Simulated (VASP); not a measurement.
# KTaO3 (Pm-3m) in VASP: notebook

Runs on KTaO3. Level: LDA. Tasks: electric field gradients.

All numbers are computed with VASP 6.6.1; they aren't measurements. Logs are shortened: lines on timing, memory, paths and dates and some standing lists are left out, and cuts for length are marked.

## (1) The cell of the first run

Symmetry: Pm-3m, No. 221, cubic system. Conventional cell: a = 4.041 Å, b = 4.041 Å, c = 4.041 Å, α = 90.00°, β = 90.00°, γ = 90.00°. K (site symmetry m-3m) has 12 O at 2.86 Å and 8 Ta at 3.50 Å within 3.8 Å. Within 2.7 Å of Ta (site symmetry m-3m) lie 6 O at 2.02 Å. O (site symmetry 4/mmm) has 2 Ta at 2.02 Å within 2.7 Å.

## (2) Electric field gradients, LDA (13.20 Å³/atom)

Contents of INCAR:

```
ALGO = Normal
EDIFF = 1E-8
ENCUT = 520
GGA_COMPAT = False
ISIF = 2
ISMEAR = -1
LASPH = True
LCHARG = False
LEFG = True
LREAL = False
LWAVE = False
NBANDS = 28
NELM = 120
PREC = Accurate
SIGMA = 0.01
```

Contents of KPOINTS:

```
k-points
0
Gamma
  5 5 5
```

Contents of POSCAR:

```
KTaO3
1.0
    4.0407836503      0.0000000000      0.0000000000
    0.0000000000      4.0407836503      0.0000000000
    0.0000000000      0.0000000000      4.0407836503
K Ta O
1 1 3
Direct
    0.5000000000      0.5000000000      0.5000000000
    0.0000000000      0.0000000000      0.0000000000
    0.5000000000      0.0000000000      0.0000000000
    0.0000000000      0.5000000000      0.0000000000
    0.0000000000      0.0000000000      0.5000000000
```

Potentials or basis: VASP PAW LDA potentials, release 64 (K_sv, Ta_sv_GW, O).

Started as:

```bash
$ cat potpaw_LDA.64/K_sv/POTCAR potpaw_LDA.64/Ta_sv_GW/POTCAR potpaw_LDA.64/O/POTCAR > POTCAR
$ mpirun -np 1 vasp_std > vasp.out
```

OUTCAR:

```text
EDIFF = 1E-8
   ENCUT = 520
   ISIF = 2
   ISMEAR = -1
   LASPH = True
   LREAL = False
   NELM = 120
   PREC = Accurate

 ion  position               nearest neighbor table
   1  0.500  0.500  0.500-   3 2.86   4 2.86   5 2.86   3 2.86   4 2.86   3 2.86   5 2.86   3 2.86
                             4 2.86   5 2.86   4 2.86   5 2.86   2 3.50   2 3.50   2 3.50   2 3.50
   2  0.000  0.000  0.000-   3 2.02   4 2.02   5 2.02   5 2.02   4 2.02   3 2.02   1 3.50   1 3.50
                             1 3.50   1 3.50   1 3.50   1 3.50   1 3.50   1 3.50
   3  0.500  0.000  0.000-   2 2.02   2 2.02   1 2.86   1 2.86   1 2.86   1 2.86
   4  0.000  0.500  0.000-   2 2.02   2 2.02   1 2.86   1 2.86   1 2.86   1 2.86
   5  0.000  0.000  0.500-   2 2.02   2 2.02   1 2.86   1 2.86   1 2.86   1 2.86

  LATTYP: Found a simple cubic cell.
 ALAT       =     4.0407836503

  Lattice vectors:

 A1 = (   4.0407836503,   0.0000000000,   0.0000000000)
 A2 = (   0.0000000000,   4.0407836503,   0.0000000000)
 A3 = (   0.0000000000,   0.0000000000,   4.0407836503)

Analysis of symmetry for initial positions (statically):
=====================================================================
 Subroutine PRICEL returns:
 Original cell was already a primitive cell.

 Routine SETGRP: Setting up the symmetry group for a
 simple cubic supercell.

 Subroutine GETGRP returns: Found 48 space group operations
 (whereof 48 operations were pure point group operations)
 out of a pool of 48 trial point group operations.

The static configuration has the point symmetry O_h .

Analysis of symmetry for dynamics (positions and initial velocities):
=====================================================================
 Subroutine PRICEL returns:
 Original cell was already a primitive cell.

 Routine SETGRP: Setting up the symmetry group for a
 simple cubic supercell.

 Subroutine GETGRP returns: Found 48 space group operations
 (whereof 48 operations were pure point group operations)
 out of a pool of 48 trial point group operations.

The dynamic configuration has the point symmetry O_h .

 Subroutine INISYM returns: Found 48 space group operations
 (whereof 48 operations are pure point group operations),
 and found     1 'primitive' translations

[... 137 lines left out ...]
 fundamental gap:      2.0704783027
 Fermi energy:         2.7392810878

 k-point     1 :       0.0000    0.0000    0.0000
  band No.  band energies     occupation
      1     -64.7978      2.00000
      2     -31.4623      2.00000
      3     -31.4623      2.00000
      4     -31.4623      2.00000
      5     -24.3410      2.00000
      6     -14.5460      2.00000
[... 299 lines left out ...]
     27      13.2459      0.00000
     28      14.0469      0.00000

------------------------ aborting loop because EDIFF is reached ----------------------------------------

  FORCE on cell =-STRESS in cart. coord.  units (eV):
  Direction    XX          YY          ZZ          XY          YZ          ZX
  --------------------------------------------------------------------------------------
  -------------------------------------------------------------------------------------
  Total       -4.9228047     -4.9228047     -4.9228047      0.0000000     -0.0000000      0.0000000
  in kB     -119.5436179   -119.5436179   -119.5436179      0.0000000     -0.0000000      0.0000000
  external PRESSURE =    -119.5436179 kB  Pullay stress =       0.0000000 kB

 VOLUME and BASIS-vectors are now :
 -----------------------------------------------------------------------------
  energy-cutoff  :      520.00
  volume of cell :       65.98
      direct lattice vectors                 reciprocal lattice vectors
     4.040783650  0.000000000  0.000000000     0.247476749  0.000000000  0.000000000
     0.000000000  4.040783650  0.000000000     0.000000000  0.247476749  0.000000000
     0.000000000  0.000000000  4.040783650     0.000000000  0.000000000  0.247476749

 POSITION                                       TOTAL-FORCE (eV/Angst)
 -----------------------------------------------------------------------------------
      2.02039      2.02039      2.02039         0.000000      0.000000      0.000000
      0.00000      0.00000      0.00000         0.000000      0.000000      0.000000
      2.02039      0.00000      0.00000         0.000000      0.000000      0.000000
      0.00000      2.02039      0.00000         0.000000      0.000000      0.000000
      0.00000      0.00000      2.02039         0.000000      0.000000      0.000000
 -----------------------------------------------------------------------------------
    total drift:                                0.000000     -0.000000      0.000000

  FREE ENERGIE OF THE ION-ELECTRON SYSTEM (eV)
  ---------------------------------------------------
  free  energy   TOTEN  =       -47.4542025639 eV

  energy  without entropy=      -47.4542025639  energy(sigma->0) =      -47.45420256

 Electric field gradients (V/A^2)
---------------------------------------------------------------------
 ion       V_xx      V_yy      V_zz      V_xy      V_xz      V_yz
---------------------------------------------------------------------
   1      -0.000    -0.000    -0.000    -0.000     0.000    -0.000
   2      -0.000     0.000    -0.000    -0.000     0.000     0.000
   3      20.062   -10.031   -10.031     0.000    -0.000    -0.000
   4     -10.031    20.062   -10.031     0.000     0.000     0.000
   5     -10.031   -10.031    20.062     0.000    -0.000     0.000
---------------------------------------------------------------------

 Electric field gradients after diagonalization (V/A^2)
 (convention: |V_zz| > |V_xx| > |V_yy|)
----------------------------------------------------------------------
 ion       V_xx      V_yy      V_zz     asymmetry (V_yy - V_xx)/ V_zz
----------------------------------------------------------------------
   1      -0.000    -0.000    -0.000      -0.403
   2       0.000    -0.000    -0.000       0.853
   3     -10.031   -10.031    20.062       0.000
   4     -10.031   -10.031    20.062       0.000
   5     -10.031   -10.031    20.062       0.000
----------------------------------------------------------------------

           NMR quadrupolar parameters

 Cq : quadrupolar parameter    Cq=e*Q*V_zz/h
 eta: asymmetry parameters     (V_yy - V_xx)/ V_zz
 Q  : nuclear electric quadrupole moment in mb (millibarn)
----------------------------------------------------------------------
 ion       Cq(MHz)       eta       Q (mb)
----------------------------------------------------------------------
   1      -0.000      -0.403       1.000
   2      -0.000       0.853       1.000
   3       0.049       0.000       1.000
   4       0.049       0.000       1.000
   5       0.049       0.000       1.000
----------------------------------------------------------------------
```

stdout:

```text
POSCAR found type information on POSCAR K TaO
 POSCAR found :  3 types and       5 ions
 scaLAPACK will be used
 LDA part: xc-table for (Slater(with rela. corr.)+CA(PZ))
 , standard interpolation
 POSCAR, INCAR and KPOINTS ok, starting setup
 FFT: planning ... GRIDC
 FFT: planning ... GRID_SOFT
 FFT: planning ... GRID
 WAVECAR not read
 entering main loop
ion   1

ion   2

ion   3

ion   4

ion   5
```

Wall time 18 s (1 thread of AMD EPYC 9R45 (Zen 5), shared host); peak memory 0.13 GiB.

What came out:

```yaml
Free_energy: -47.4542 eV
Pressure: -12.0 GPa
Band_gap_on_the_k_mesh: 2.07 eV (least direct gap 2.60 eV)
Largest_electric_field_gradient_by_atom: K -0.0; Ta +0.0; O +20.1 V/Å²
```

Electric field gradients, principal values (V/Å²):
| atom | least | middle | greatest (by size) |
| --- | --- | --- | --- |
| 1 K | 0.000 | 0.000 | 0.000 |
| 2 Ta | 0.000 | 0.000 | 0.000 |
| 3 O | -10.031 | -10.031 | 20.062 |
| 4 O | -10.031 | -10.031 | 20.062 |
| 5 O | -10.031 | -10.031 | 20.062 |

Caveat: the cell stands under tension; without QUAD_EFG the Cq values of the log hold for a quadrupole moment of 1 mb, not for the nuclei; spin-orbit coupling is left out, which moves the levels of the heavy elements; an odd mesh through Γ misses points on the zone boundary, where band edges can lie.

## (3) Electric field gradients, LDA (12.18 Å³/atom)

This run uses another cell than the first one, of 12.18 Å³/atom.

Contents of INCAR:

```
ALGO = Normal
EDIFF = 1E-8
ENCUT = 520
GGA_COMPAT = F
ISIF = 2
ISMEAR = -1
LASPH = T
LCHARG = F
LEFG = T
LREAL = F
LWAVE = F
NBANDS = 28
NELM = 120
PREC = Accurate
SIGMA = 0.01
```

KPOINTS is that of step 2.

POSCAR: that of step 2 with these lines changed.

```diff
@@ -2,5 +2,5 @@
 1.0
-    4.0407836503      0.0000000000      0.0000000000
-    0.0000000000      4.0407836503      0.0000000000
-    0.0000000000      0.0000000000      4.0407836503
+    3.9343974464      0.0000000000      0.0000000000
+    0.0000000000      3.9343974464      0.0000000000
+    0.0000000000      0.0000000000      3.9343974464
 K Ta O
```

Potentials or basis: VASP PAW LDA potentials, release 64 (K_sv, Ta_sv_GW, O).

Started as:

```bash
$ cat potpaw_LDA.64/K_sv/POTCAR potpaw_LDA.64/Ta_sv_GW/POTCAR potpaw_LDA.64/O/POTCAR > POTCAR
$ mpirun -np 1 vasp_std > vasp.out
```

OUTCAR:

```text
EDIFF = 1E-8
   ENCUT = 520
   ISIF = 2
   ISMEAR = -1
   LASPH = T
   LREAL = F
   NELM = 120
   PREC = Accurate

 ion  position               nearest neighbor table
   1  0.500  0.500  0.500-   3 2.78   4 2.78   5 2.78   3 2.78   4 2.78   3 2.78   5 2.78   3 2.78
                             4 2.78   5 2.78   4 2.78   5 2.78   2 3.41   2 3.41   2 3.41   2 3.41
   2  0.000  0.000  0.000-   3 1.97   4 1.97   5 1.97   5 1.97   4 1.97   3 1.97   1 3.41   1 3.41
                             1 3.41   1 3.41   1 3.41   1 3.41   1 3.41   1 3.41
   3  0.500  0.000  0.000-   2 1.97   2 1.97   1 2.78   1 2.78   1 2.78   1 2.78
   4  0.000  0.500  0.000-   2 1.97   2 1.97   1 2.78   1 2.78   1 2.78   1 2.78
   5  0.000  0.000  0.500-   2 1.97   2 1.97   1 2.78   1 2.78   1 2.78   1 2.78

  LATTYP: Found a simple cubic cell.
 ALAT       =     3.9343974464
[... 530 lines left out ...]
   3       8.034    -4.017    -4.017    -0.000     0.000     0.000
   4      -4.017     8.034    -4.017    -0.000    -0.000    -0.000
   5      -4.017    -4.017     8.034    -0.000     0.000     0.000
---------------------------------------------------------------------

 Electric field gradients after diagonalization (V/A^2)
 (convention: |V_zz| > |V_xx| > |V_yy|)
----------------------------------------------------------------------
 ion       V_xx      V_yy      V_zz     asymmetry (V_yy - V_xx)/ V_zz
----------------------------------------------------------------------
   1      -0.000     0.000     0.000       0.510
   2       0.000    -0.000     0.000      -1.001
   3      -4.017    -4.017     8.034       0.000
   4      -4.017    -4.017     8.034       0.000
   5      -4.017    -4.017     8.034       0.000
----------------------------------------------------------------------

           NMR quadrupolar parameters

 Cq : quadrupolar parameter    Cq=e*Q*V_zz/h
 eta: asymmetry parameters     (V_yy - V_xx)/ V_zz
 Q  : nuclear electric quadrupole moment in mb (millibarn)
----------------------------------------------------------------------
 ion       Cq(MHz)       eta       Q (mb)
----------------------------------------------------------------------
   1       0.000       0.510       1.000
   2       0.000      -1.001       1.000
   3       0.019       0.000       1.000
   4       0.019       0.000       1.000
   5       0.019       0.000       1.000
----------------------------------------------------------------------
```

OSZICAR:

```text
N       E                     dE             d eps       ncg     rms          rms(c)
DAV:   1     0.327272840455E+03    0.32727E+03   -0.22556E+04   560   0.143E+03
DAV:   2    -0.377644203813E+02   -0.36504E+03   -0.35413E+03   696   0.394E+02
DAV:   3    -0.571836167013E+02   -0.19419E+02   -0.19332E+02   816   0.898E+01
[... 12 lines left out ...]
DAV:  16    -0.475874901662E+02    0.41840E-03   -0.10543E-03   740   0.201E-01    0.236E+00
DAV:  17    -0.475874601108E+02    0.30055E-04   -0.14674E-04   872   0.656E-02    0.496E-02
DAV:  18    -0.475874594714E+02    0.63945E-06   -0.57402E-06   744   0.135E-02    0.149E-01
DAV:  19    -0.475874592808E+02    0.19053E-06   -0.90095E-07   832   0.546E-03    0.748E-03
DAV:  20    -0.475874592756E+02    0.52405E-08   -0.40962E-08   660   0.127E-03
   1 F= -.47587459E+02 E0= -.47587459E+02  d E =-.503550E-16
```

stdout:

```text
POSCAR found type information on POSCAR K TaO
 POSCAR found :  3 types and       5 ions
 scaLAPACK will be used
 LDA part: xc-table for (Slater(with rela. corr.)+CA(PZ))
 , standard interpolation
 POSCAR, INCAR and KPOINTS ok, starting setup
 FFT: planning ... GRIDC
 FFT: planning ... GRID_SOFT
 FFT: planning ... GRID
 WAVECAR not read
 entering main loop
ion   1

ion   2

ion   3

ion   4

ion   5
```

It took 13 s on 1 thread of AMD EPYC 9R45 (Zen 5), shared host; peak memory 0.13 GiB.

Results:

* Free energy: -47.5875 eV
* Pressure: 4.0 GPa
* Band gap on the k mesh: 2.25 eV (least direct gap 2.72 eV)
* Largest electric field gradient by atom: K -0.0; Ta +0.0; O +8.0 V/Å²

Electric field gradients, principal values (V/Å²):
| atom | least | middle | greatest (by size) |
| --- | --- | --- | --- |
| 1 K | 0.000 | 0.000 | 0.000 |
| 2 Ta | 0.000 | 0.000 | 0.000 |
| 3 O | -4.017 | -4.017 | 8.034 |
| 4 O | -4.017 | -4.017 | 8.034 |
| 5 O | -4.017 | -4.017 | 8.034 |

Caveat: the cell stands under pressure; without QUAD_EFG the Cq values of the log hold for a quadrupole moment of 1 mb, not for the nuclei; spin-orbit coupling is left out, which moves the levels of the heavy elements; an odd mesh through Γ misses points on the zone boundary, where band edges can lie.

(Part 1 of 2 ends here.)
